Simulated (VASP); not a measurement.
Wanted: the native input for a VASP 6.6.1 run.

- Task: relaxation of cell and atoms
- Functional: PBE
- Potentials or basis: VASP PAW PBE potentials, release 64 (Ca_sv, Au)
- Cutoff: 600 eV
- k mesh: 8 × 8 × 8
- Occupations: gaussian, width 0.1 eV
- Spin: no spin polarisation
- Dipole correction: no
- Further INCAR settings: ALGO = Fast; EDIFF = 1e-06; IBRION = 2; EDIFFG = -0.01; NSW = 100; ISIF = 3

The structure of Ca4Au lies in POSCAR:

```
Ca4Au
1.0
    5.7991352177      0.0000000000      0.0000000000
    0.0000000000      5.7991352177      0.0000000000
    0.0000000000      0.0000000000      5.7991352177
Ca Au
4 1
Direct
    0.5000000000      0.0000000000      0.0000000000
    0.0000000000      0.5000000000      0.0000000000
    0.0000000000      0.0000000000      0.5000000000
    0.5000000000      0.5000000000      0.5000000000
    0.0000000000      0.0000000000      0.0000000000
```

The cell was built from a structure type or drawn by symmetry, and may not be a known phase.

These files were run (other wordings do the same):

INCAR

```
PREC     = Accurate       # precision mode
ENCUT    = 600            # plane-wave cutoff, eV
EDIFF    = 1E-6           # SCF threshold, eV
ISMEAR   = 0              # smearing method
SIGMA    = 0.1            # smearing width, eV
LREAL    = F              # projectors in reciprocal space
LASPH    = T              # aspherical terms in the spheres
NELM     = 60             # most SCF steps
ALGO     = Fast           # electronic algorithm
ISIF     = 3              # what is computed and relaxed
LWAVE    = F              # write WAVECAR
LCHARG   = F              # write CHGCAR
GGA      = PE             # functional
IBRION   = 2              # ionic algorithm
NSW      = 100            # ionic steps
EDIFFG   = -0.01          # ionic threshold
```

KPOINTS

```
Automatic mesh
0
Gamma
  8 8 8
```

Potentials or basis: VASP PAW PBE potentials, release 64 (Ca_sv, Au).

The run is started by

```sh
$ cat potpaw_PBE.64/Ca_sv/POTCAR potpaw_PBE.64/Au/POTCAR > POTCAR
$ mpirun -np 1 vasp_std > vasp.out
```

Results of the run:

```
Relaxed volume                        : 39.15 Å³/atom
Relaxed cell                          : a = 5.806 Å, b = 5.806 Å, c = 5.806 Å, α = 90.00°, β = 90.00°, γ = 90.00°
Space group after relaxing (to 0.1 Å) : Pm-3m (No. 221)
Energy gained by relaxing             : 0.0 meV/atom
Ionic steps                           : 2
Pressure after relaxing               : 0.0 GPa
Band gap on the k mesh                : zero (an odd number of electrons rules out a gap without spin polarisation)
```

Caveat: spin-orbit coupling is left out, which moves the levels of the heavy elements.

Run time: 5.5 min on 1 thread of Intel(R) Xeon(R) 6975P-C (Granite Rapids), on a shared host, peak memory 0.49 GiB.
